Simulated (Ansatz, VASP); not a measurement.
# BaRu3 in VASP and in Ansatz

INCAR

```
PREC     = Accurate       # precision mode
ENCUT    = 520            # plane-wave cutoff, eV
EDIFF    = 1E-7           # SCF threshold, eV
ISMEAR   = 0              # smearing method
SIGMA    = 0.05           # smearing width, eV
LREAL    = False          # projectors in reciprocal space
LASPH    = True           # aspherical terms in the spheres
NELM     = 60             # most SCF steps
ALGO     = Normal         # electronic algorithm
ISIF     = 2              # what is computed and relaxed
LWAVE    = False          # write WAVECAR
LCHARG   = False          # write CHGCAR
GGA      = PS             # functional
NBANDS   = 34             # bands
```

Contents of KPOINTS:

```
Automatic mesh
0
Gamma
  8 8 8
```

The input POSCAR:

```
BaRu3
1.0
    4.1570625373      0.0000000000      0.0000000000
    0.0000000000      4.1570625373      0.0000000000
    0.0000000000      0.0000000000      4.1570625373
Ba Ru
1 3
Direct
    0.0000000000      0.0000000000      0.0000000000
    0.0000000000      0.5000000000      0.5000000000
    0.5000000000      0.5000000000      0.0000000000
    0.5000000000      0.0000000000      0.5000000000
```

Input for Ansatz:

```yaml
crystal:
  lattice:
    - [4.1570625373, 0.0, 0.0]
    - [0.0, 4.1570625373, 0.0]
    - [0.0, 0.0, 4.1570625373]
  atoms:
    - { symbol: Ba, position: [0.0, 0.0, 0.0] }
    - { symbol: Ru, position: [0.0, 0.5, 0.5] }
    - { symbol: Ru, position: [0.5, 0.5, 0.0] }
    - { symbol: Ru, position: [0.5, 0.0, 0.5] }
basis:
  ecutwfc: 420
  ecutrho_ratio: 4
kpoints:
  mp_grid: { grid: [8, 8, 8] }
hamiltonian:
  xc: pbesol
scf:
  occupations: { method: gaussian, width: 0.05 }
output:
  forces: true
  stress: true
  eigenvalues: true
```

Alike in both runs: task single point; functional PBEsol; k mesh 8 × 8 × 8; occupations gaussian, width 0.05 eV; no spin polarisation.

|  | VASP | Ansatz |
| --- | --- | --- |
| version | VASP 6.6.1 | Ansatz 0.2.0 |
| potentials or method | VASP PAW PBE potentials, release 64 (Ba_sv, Ru_pv), cutoff 520 eV | scalar-relativistic, plane waves, PAW |
| valence electrons in the cell | 52 | 58 |

```csv
,VASP,Ansatz,Ansatz less VASP
gap on the k mesh at the Fermi level (eV),none,none,-
pressure (GPa),-3.0,-7.4,-4.38
```

VASP's potentials were made for PBE, not for PBEsol. A gap of «none» marks a metal or a gap that the smearing closes. One of these differences is far larger than is usual between the two programs; its cause wasn't traced. With one functional, cell and mesh, what is left measures potentials, basis and numerics. VASP's potentials hold 52 valence electrons a cell and Ansatz's 58, so a difference there can come from the potentials and not from the codes.

Spin-orbit coupling is off throughout.
